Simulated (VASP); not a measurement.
# Si16C15 (a cell with a defect) in VASP: relaxation of the atoms with PBE

Aim: the relaxation of the atoms of Si16C15 (a cell with a defect) with PBE.

Everything below comes from runs of VASP 6.6.1. Logs are shortened: lines on timing, memory, paths and dates and some standing lists are left out, and cuts for length are marked.

## 1. The cell of the first run

The cell holds a defect, 31 atoms: a = 7.586 Å, b = 7.586 Å, c = 7.586 Å, α = 109.47°, β = 109.47°, γ = 109.47°.

## 2. Relaxation of the atoms, PBE (atoms taken out)

The input, INCAR:

```
SYSTEM = Si16C15
PREC = Accurate
ENCUT = 520
EDIFF = 1E-7
ISMEAR = 0
SIGMA = 0.01
LREAL = Auto
LASPH = .True.
NELM = 120
ALGO = Normal
ISIF = 2
LWAVE = .False.
LCHARG = .False.
GGA = PE
IBRION = 2
NSW = 65
EDIFFG = -0.025
NELECT = 122.0
GGA_COMPAT = .False.
NELMIN = 4
```

The input, KPOINTS:

```
Automatic mesh
0
Gamma
  2 2 2
  0.5 0.5 0.5
```

The input, POSCAR:

```
Si16C15
1.0
    4.3797259441      4.3797259441      4.3797259441
   -4.3797259441     -4.3797259441      4.3797259441
    4.3797259441     -4.3797259441     -4.3797259441
Si C
16 15
Direct
    0.2500000000      0.2500000000      0.7584595877
    0.5002578914      0.0008443815      0.7502578914
    0.2500000000      0.5084595877      0.5000000000
    0.5084595877      0.2500000000      0.5000000000
    0.7505864901     -0.0002578914      0.5000000000
    0.7494135099      0.7494135099      0.7491556185
    0.0008443815      0.5002578914      0.7502578914
    0.2500000000     -0.0002578914      0.0005864901
    0.2500000000      0.7505864901      0.2497421086
    0.5002578914      0.5002578914      0.2508443815
    0.7505864901      0.2500000000      0.2497421086
   -0.0084595877     -0.0084595877      0.2415404123
   -0.0002578914      0.7505864901      0.5000000000
    0.4991556185      0.7494135099     -0.0005864901
    0.7494135099      0.4991556185     -0.0005864901
   -0.0002578914      0.2500000000      0.0005864901
    0.4987707315     -0.0006938786      0.5000000000
    0.2500000000      0.4987707315      0.2493061214
    0.4987707315      0.2500000000      0.2493061214
    0.7505353899      0.0012292685      0.2512292685
    0.7500000000      0.7500000000      0.5000000000
   -0.0006938786      0.4987707315      0.5000000000
    0.2500000000      0.9993061214      0.7487707315
    0.2500000000      0.7500000000      0.0000000000
    0.5006938786      0.5006938786     -0.0005353899
    0.7500000000      0.2500000000      0.0000000000
    0.0012292685      0.0012292685      0.0005353899
    0.0012292685      0.7505353899      0.2512292685
    0.5006938786      0.7494646101      0.7506938786
    0.7494646101      0.5006938786      0.7506938786
   -0.0006938786      0.2500000000      0.7487707315
```

Potentials or basis: VASP PAW PBE potentials, release 64 (Si, C).

Launch:

```bash
cat potpaw_PBE.64/Si/POTCAR potpaw_PBE.64/C/POTCAR > POTCAR
mpirun -np 1 vasp_std > vasp.out
```

OUTCAR:

```text
SYSTEM = Si16C15
   PREC = Accurate
   ENCUT = 520
   EDIFF = 1E-7
   ISMEAR = 0
   LREAL = Auto
   LASPH = .True.
   NELM = 120
   ISIF = 2
   GGA = PE
   IBRION = 2
   NSW = 65
   EDIFFG = -0.025
   NELECT = 122.0
   NELMIN = 4

 ion  position               nearest neighbor table
   1  0.250  0.250  0.758-  25 1.88  23 1.88  31 1.88  16 3.05   8 3.05  10 3.05   2 3.09   7 3.09
                            14 3.09  15 3.09   5 3.09  13 3.09
   2  0.500  0.001  0.750-  17 1.89  23 1.89  26 1.89  29 1.91   3 3.05  15 3.09  11 3.09  16 3.09
                             4 3.09   1 3.09   9 3.10  13 3.10   8 3.10   5 3.10   6 3.10  14 3.10
   3  0.250  0.508  0.500-  29 1.88  22 1.88  18 1.88  13 3.05   9 3.05   2 3.05   7 3.09  10 3.09
                            16 3.09  11 3.09   6 3.09  14 3.09
   4  0.508  0.250  0.500-  30 1.88  19 1.88  17 1.88  11 3.05   5 3.05   7 3.05   2 3.09  10 3.09
                            15 3.09   9 3.09   6 3.09   8 3.09
   5  0.751  1.000  0.500-  31 1.89  20 1.89  21 1.89  17 1.91   4 3.05  13 3.09   6 3.09  10 3.09
                            12 3.09   1 3.09   7 3.10  11 3.10   9 3.10   2 3.10  14 3.10  16 3.10
   6  0.749  0.749  0.749-  29 1.89  30 1.89  21 1.89  27 1.91  12 3.05  10 3.09   5 3.09  13 3.09
                             3 3.09   4 3.09  14 3.10  15 3.10   8 3.10  16 3.10   7 3.10   2 3.10
   7  0.001  0.500  0.750-  22 1.89  31 1.89  24 1.89  30 1.91   4 3.05  14 3.09   9 3.09   8 3.09
                             3 3.09   1 3.09  11 3.10   5 3.10  13 3.10  16 3.10   6 3.10  15 3.10
   8  0.250  1.000  0.001-  19 1.89  27 1.89  24 1.89  23 1.91   1 3.05   9 3.09  14 3.09   7 3.09
                            12 3.09   4 3.09  10 3.10  16 3.10   2 3.10  13 3.10   6 3.10  11 3.10
   9  0.250  0.751  0.250-  17 1.89  28 1.89  24 1.89  18 1.91   3 3.05   8 3.09  14 3.09   7 3.09
[... 16 lines left out ...]
  18  0.250  0.499  0.249-   3 1.88  10 1.89  16 1.89   9 1.91
  19  0.499  0.250  0.249-   4 1.88  10 1.89   8 1.89  11 1.91
  20  0.751  0.001  0.251-  12 1.88  11 1.89   5 1.89  14 1.91
  21  0.750  0.750  0.500-   6 1.89  10 1.89   5 1.89  13 1.89
  22  0.999  0.499  0.500-   3 1.88   7 1.89  11 1.89  13 1.91
  23  0.250  0.999  0.749-   1 1.88   2 1.89  13 1.89   8 1.91
  24  0.250  0.750  0.000-  14 1.89   7 1.89   9 1.89   8 1.89
  25  0.501  0.501  0.999-   1 1.88  14 1.89  15 1.89  10 1.91
  26  0.750  0.250  0.000-  15 1.89   2 1.89  11 1.89  16 1.89
  27  0.001  0.001  0.001-  12 1.88   8 1.89  16 1.89   6 1.91
  28  0.001  0.751  0.251-  12 1.88   9 1.89  13 1.89  15 1.91
  29  0.501  0.749  0.751-   3 1.88   6 1.89  14 1.89   2 1.91
  30  0.749  0.501  0.751-   4 1.88   6 1.89  15 1.89   7 1.91
  31  0.999  0.250  0.749-   1 1.88   7 1.89   5 1.89  16 1.91

  LATTYP: Found a body centered cubic cell.
 ALAT       =     8.7594518882

  Lattice vectors:

 A1 = (   4.3797259441,   4.3797259441,   4.3797259441)
 A2 = (  -4.3797259441,  -4.3797259441,   4.3797259441)
 A3 = (   4.3797259441,  -4.3797259441,  -4.3797259441)

Analysis of symmetry for initial positions (statically):
=====================================================================
 Subroutine PRICEL returns:
 Original cell was already a primitive cell.

 Routine SETGRP: Setting up the symmetry group for a
 body centered cubic supercell.

 Subroutine GETGRP returns: Found 24 space group operations
 (whereof  2 operations were pure point group operations)
 out of a pool of 48 trial point group operations.

The static configuration has the point symmetry C_1h.
 The point group associated with its full space group is T_d .

Analysis of symmetry for dynamics (positions and initial velocities):
=====================================================================
 Subroutine PRICEL returns:
 Original cell was already a primitive cell.

 Routine SETGRP: Setting up the symmetry group for a
 body centered cubic supercell.

 Subroutine GETGRP returns: Found 24 space group operations
 (whereof  2 operations were pure point group operations)
 out of a pool of 48 trial point group operations.

The dynamic configuration has the point symmetry C_1h.
 The point group associated with its full space group is T_d .

 Subroutine INISYM returns: Found 24 space group operations
 (whereof  2 operations are pure point group operations),
 and found     1 'primitive' translations

----------------------------------------------------------------------------------------

                                     Primitive cell

  volume of cell :     336.0476

  direct lattice vectors                    reciprocal lattice vectors
     4.379725944  4.379725944  4.379725944     0.114162394  0.000000000  0.114162394
    -4.379725944 -4.379725944  4.379725944     0.000000000 -0.114162394  0.114162394
[... 89 lines left out ...]

  Shift w.r.t. Gamma in fractional coordinates (k-lattice)
     0.500000000  0.500000000  0.500000000

 Subroutine IBZKPT returns following result:
 ===========================================

 Found      2 irreducible k-points:

 Following reciprocal coordinates:
            Coordinates               Weight
  0.250000  0.250000  0.250000      2.000000
 -0.250000  0.250000  0.250000      6.000000
   k-points           NKPTS =      2   k-points in BZ     NKDIM =      2   number of bands    NBANDS=     77
   number of dos      NEDOS =    301   number of ions     NIONS =     31
   total plane-waves  NPLWV = 175616
   dimension x,y,z NGX =    56 NGY =   56 NGZ =   56
   dimension x,y,z NGXF=   112 NGYF=  112 NGZF=  112
   ions per type =              16  15
   NGX,Y,Z   is equivalent  to a cutoff of  12.27, 12.27, 12.27 a.u.
   NGXF,Y,Z  is equivalent  to a cutoff of  24.54, 24.54, 24.54 a.u.
 SYSTEM =  Si16C15
   PREC   = accura    normal or accurate (medium, high low for compatibility)
   ISTART =      0    job   : 0-new  1-cont  2-samecut
   ICHARG =      2    charge: 1-file 2-atom 10-const
   ISPIN  =      1    spin polarized calculation?
   LNONCOLLINEAR =      F non collinear calculations
   LSORBIT =      F    spin-orbit coupling
   LASPH  =      T    aspherical Exc in radial PAW
   ENCUT  =  520.0 eV  38.22 Ry    6.18 a.u.  14.10 14.10 14.10*2*pi/ulx,y,z
   NELM   =    120;   NELMIN=  4; NELMDL= -5     # of ELM steps
   EDIFF  = 0.1E-06   stopping-criterion for ELM
   LREAL  =      T    real-space projection
   EDIFFG = -.3E-01   stopping-criterion for IOM
   NSW    =     65    number of steps for IOM
   IBRION =      2    ionic relax: 0-MD 1-quasi-New 2-CG
   NFREE  =      1    steps in history (QN), initial steepest desc. (CG)
   ISIF   =      2    stress and relaxation
   ISYM   =      2    0-nonsym 1-usesym 2-fastsym
   POTIM  = 0.5000    time-step for ionic-motion
   TEBEG  =    0.0;   TEEND  =   0.0 temperature during run
   PSTRESS=    0.0 pullay stress
   NELECT =     122.0000    total number of electrons
   NUPDOWN=      -1.0000    fix difference up-down
   EMIN   =  10.00;   EMAX   =-10.00  energy-range for DOS
   EFERMI =   0.00;   METHOD = LEGACY
   ISMEAR =     0;   SIGMA  =   0.01  broadening in eV -4-tet -1-fermi 0-gaus
   EFERMI_NEDOS =   21; number of points for ismear=-14 and -15
   IALGO  =     38    algorithm
   IMIX   =      4    mixing-type and parameters
     AMIX     =   0.40;   BMIX     =  1.00
     AMIX_MAG =   1.60;   BMIX_MAG =  1.00
  volume/ion in A,a.u.               =      10.84        73.15
  Fermi-wavevector in a.u.,A,eV,Ry     =   1.167870  2.206954 18.557263  1.363920
  Thomas-Fermi vector in A             =   2.304364
   LORBIT       =      0    0 simple, 1 ext, 2 COOP (PROOUT), +10 PAW based schemes
   GGA     = PE    functional components
   LHFCALC =     F    Hartree Fock is set to
   AEXX    =    0.0000 exact exchange contribution
   IVDW    =     0    specifies the selected vdW correction
   LEPSILON=     F    determine dielectric tensor
   LRPA    =     F    only Hartree local field effects (RPA)
 conjugate gradient relaxation of ions
 non-spin polarized calculation
 Gauss-broadening in eV      SIGMA  =   0.01
  energy-cutoff  :      520.00
  volume of cell :      336.05
 maximum number of plane-waves:      9092
   NGX = 29   NGY = 29   NGZ = 29

--------------------------------------- Ionic step        1  -------------------------------------------

 number of electron     121.9999991 magnetization

 Free energy of the ion-electron system (eV)
  ---------------------------------------------------
  ext. energy  EPLUGINS =         0.00000000
  ---------------------------------------------------
  free energy    TOTEN  =      -246.02786735 eV

  energy without entropy =     -246.02786735  energy(sigma->0) =     -246.02786735

------------------------ aborting loop because EDIFF is reached ----------------------------------------

  FORCE on cell =-STRESS in cart. coord.  units (eV):
  Direction    XX          YY          ZZ          XY          YZ          ZX
  --------------------------------------------------------------------------------------
  -------------------------------------------------------------------------------------
  Total      -24.6641683    -24.6641683    -24.6641683      0.0000000     -0.0000000     -0.0000000
  in kB     -117.5915887   -117.5915887   -117.5915887      0.0000000     -0.0000000     -0.0000000
  external PRESSURE =    -117.5915887 kB  Pullay stress =       0.0000000 kB
[... 312 lines left out ...]
--------------------------------------- Ionic step        6  -------------------------------------------

 number of electron     121.9999993 magnetization

 Free energy of the ion-electron system (eV)
  ---------------------------------------------------
  ext. energy  EPLUGINS =         0.00000000
  ---------------------------------------------------
  free energy    TOTEN  =      -246.13146934 eV

  energy without entropy =     -246.13146934  energy(sigma->0) =     -246.13146934

 E-fermi :   7.3489     XC(G=0): -11.1098

 val. band max:        7.2434330741   @ k =  -0.2500   0.2500   0.2500
 cond. band min:       9.5530621062   @ k =  -0.2500   0.2500   0.2500
 fundamental gap:      2.3096290321
 Fermi energy:         7.3488896797

 k-point     1 :       0.2500    0.2500    0.2500
  band No.  band energies     occupation
      1      -6.3508      2.00000
      2      -6.3508      2.00000
      3      -6.3508      2.00000
      4      -6.0015      2.00000
      5      -3.7138      2.00000
      6      -3.7138      2.00000
[... 65 lines left out ...]
     72      11.9241      0.00000
     73      11.9241      0.00000

 k-point     2 :      -0.2500    0.2500    0.2500
  band No.  band energies     occupation
      1      -7.0414      2.00000
      2      -5.6306      2.00000
      3      -5.6306      2.00000
      4      -5.5500      2.00000
      5      -5.2503      2.00000
      6      -4.4075      2.00000
[... 65 lines left out ...]
     72      13.0802      0.00000
     73      13.2515      0.00000
 [bands above 73 left out]

------------------------ aborting loop because EDIFF is reached ----------------------------------------

  FORCE on cell =-STRESS in cart. coord.  units (eV):
  Direction    XX          YY          ZZ          XY          YZ          ZX
  --------------------------------------------------------------------------------------
  -------------------------------------------------------------------------------------
  Total      -23.1276357    -23.1276357    -23.1276357     -0.0000000      0.0000000      0.0000000
  in kB     -110.2658480   -110.2658480   -110.2658480     -0.0000000      0.0000000      0.0000000
  external PRESSURE =    -110.2658480 kB  Pullay stress =       0.0000000 kB
[... 46 lines left out ...]
  FREE ENERGIE OF THE ION-ELECTRON SYSTEM (eV)
  ---------------------------------------------------
  free  energy   TOTEN  =      -246.1314693391 eV

  energy  without entropy=     -246.1314693391  energy(sigma->0) =     -246.13146934

 reached required accuracy - stopping structural energy minimisation
```

It took 12 min on 1 thread of Oxide Virtual Turin-like, shared host; peak memory 0.42 GiB.

What came out:

| Property | Result |
| --- | --- |
| Free energy | -246.1315 eV |
| Energy gained by relaxing | 3.3 meV/atom |
| Ionic steps | 6 |
| Largest force after relaxing | 0.024 eV/Å |

Forces on the atoms (eV/Å):
```
Si   0.004 -0.004 -0.004
Si  -0.018  0.007 -0.007
Si  -0.004 -0.004  0.004
Si   0.004  0.004  0.004
Si  -0.007 -0.007  0.018
Si   0.007 -0.007 -0.018
Si  -0.007  0.018 -0.007
Si  -0.007 -0.018  0.007
Si   0.007 -0.018 -0.007
Si  -0.007  0.007 -0.018
Si   0.018 -0.007 -0.007
Si  -0.004  0.004 -0.004
Si   0.007  0.007  0.018
Si   0.007  0.018  0.007
Si  -0.018 -0.007  0.007
Si   0.018  0.007  0.007
C   -0.003 -0.003  0.024
C    0.003 -0.024 -0.003
C    0.024 -0.003 -0.003
C    0.003  0.024  0.003
C    0.000  0.000  0.000
C    0.003  0.003  0.024
C   -0.003 -0.024  0.003
C    0.000  0.000  0.000
C   -0.003  0.003 -0.024
C    0.000  0.000  0.000
C    0.003 -0.003 -0.024
C   -0.024 -0.003  0.003
C   -0.024  0.003 -0.003
C   -0.003  0.024 -0.003
C    0.024  0.003  0.003
```

Step by step:
```
step  energy change (eV)  largest force (eV/Å)  pressure (GPa)
   1              0.0000                0.7921          -11.76
   2             -0.0788                0.2608          -11.26
   3             -0.0828                0.2202          -11.35
   4             -0.0986                0.0778          -11.17
   5             -0.0998                0.0911          -11.11
   6             -0.1036                0.0245          -11.03
```

Final structure:
```xyz
31
Lattice="4.3797 4.3797 4.3797 -4.3797 -4.3797 4.3797 4.3797 -4.3797 -4.3797" Properties=species:S:1:pos:R:3 pbc="T T T"
Si    3.3554   -3.3554   -1.1656
Si    5.4756   -1.1009   -1.0890
Si    1.0243   -3.3554    1.1656
Si    3.3554   -1.0243    1.1656
Si    1.1009   -3.2789    5.4737
Si    3.2789   -3.2789    3.2857
Si    1.1009   -5.4756   -1.0890
Si   -3.2789   -3.2839    5.4687
Si   -1.1009   -3.2839    3.2907
Si    1.1009   -1.1009    3.2857
Si    3.2839    1.1009    3.2907
Si    1.0243   -1.0243    7.5939
Si    3.2789   -1.1009    5.4737
Si    3.2789   -5.4756    1.0890
Si    5.4756   -3.2789    1.0890
Si    3.2839    3.2789    5.4687
C    -0.0051   -4.3849    4.3665
C     0.0051   -2.1766    2.1847
C     2.1766   -0.0051    2.1847
C     4.3849    2.1766    2.1950
C     2.1899   -2.1899    4.3797
C     4.3849    0.0051    4.3665
C    -0.0051   -6.5563    2.1950
C    -2.1899   -2.1899    4.3797
C     4.3746   -4.3746    0.0133
C     2.1899    2.1899    4.3797
C     0.0051   -0.0051    0.0133
C    -2.1766   -4.3849    2.1950
C     2.2031   -4.3746    2.1847
C     4.3746   -2.2031    2.1847
C     6.5563    0.0051    2.1950
```

Caveat: the cell carries a net charge on a neutralising background, which shifts energy and pressure; the cell differs from its parent crystal (atoms taken out); the cell is charged against a uniform background, so pressure and absolute levels hang on convention.
